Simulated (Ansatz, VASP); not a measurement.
# Two plane-wave programs on Ru

File INCAR:

```
SYSTEM = Ru
ALGO     = Normal         ! electronic algorithm
EDIFF    = 1E-6           ! SCF threshold, eV
ENCUT    = 520            ! plane-wave cutoff, eV
GGA_COMPAT= .FALSE.      
ISIF     = 2              ! what is computed and relaxed
ISMEAR   = -1             ! smearing method
LASPH    = .TRUE.         ! aspherical terms in the spheres
LCHARG   = .TRUE.         ! write CHGCAR
LMAXMIX  = 4              ! l up to which the mixer works
LNONCOLLINEAR= .TRUE.         ! non-collinear magnetism
LORBIT   = 11             ! projections on sites
LORBMOM  = .TRUE.       
LREAL    = .FALSE.        ! projectors in reciprocal space
LSORBIT  = .TRUE.         ! spin-orbit coupling
LVHAR    = .TRUE.       
LWAVE    = .FALSE.        ! write WAVECAR
MAGMOM   = 0 0 0 0 0 0    ! initial moments
NBANDS   = 40             ! bands
NELM     = 150            ! most SCF steps
PREC     = Accurate       ! precision mode
SIGMA    = 0.05           ! smearing width, eV
```

Contents of KPOINTS:

```
k-points
0
G
  11 11 6
  0 0 0
```

POSCAR

```
Ru
1.0
    2.7058000000      0.0000000000      0.0000000000
   -1.3529000000      2.3432915376      0.0000000000
    0.0000000000      0.0000000000      4.2819000000
Ru
2
Direct
    0.6666666667      0.3333333333      0.7500000000
    0.3333333333      0.6666666667      0.2500000000
```

Contents of input.yaml:

```yaml
crystal:
  lattice:
    - [2.7058, 0.0, 0.0]
    - [-1.3529, 2.3432915376, 0.0]
    - [0.0, 0.0, 4.2819]
  atoms:
    - { symbol: Ru, position: [0.6666666667, 0.3333333333, 0.75] }
    - { symbol: Ru, position: [0.3333333333, 0.6666666667, 0.25] }
hamiltonian:
  xc: lda
  pseudopotentials: { kind: paw_fr }
magnetization:
  noncollinear: true
  spin_orbit: true
kpoints:
  mp_grid: { grid: [11, 11, 6] }
scf:
  occupations: { method: fermi_dirac, width: 0.05 }
output:
  forces: true
  stress: true
  eigenvalues: true
```

Alike in both runs: task single point; functional LDA; k mesh 11 × 11 × 6; occupations fermi-dirac, width 0.05 eV; non-collinear spin, spin-orbit coupling.

|  | VASP | Ansatz |
| --- | --- | --- |
| version | VASP 6.6.1 | Ansatz 0.2.0 |
| potentials or method | VASP PAW LDA potentials, release 64 (Ru_pv) | Ansatz PAW |
| plane-wave cutoff (eV) | 520 | 420 |
| valence electrons in the cell | 28 | 32 |

VASP gave:

| Property | Result |
| --- | --- |
| pressure (GPa) | -11.2 |
| traceless stress, the component that is largest in VASP (GPa) | -0.51 |

Q: What did Ansatz give for the same quantities?

A: Pressure (GPa): -12.1; traceless stress, the component that is largest in VASP (GPa): -0.59.

LDA's correlation is that of Perdew and Zunger in VASP and of Perdew and Wang (1992) in Ansatz. VASP's potentials hold 28 valence electrons a cell and Ansatz's 32, so a difference there can come from the potentials and not from the codes.
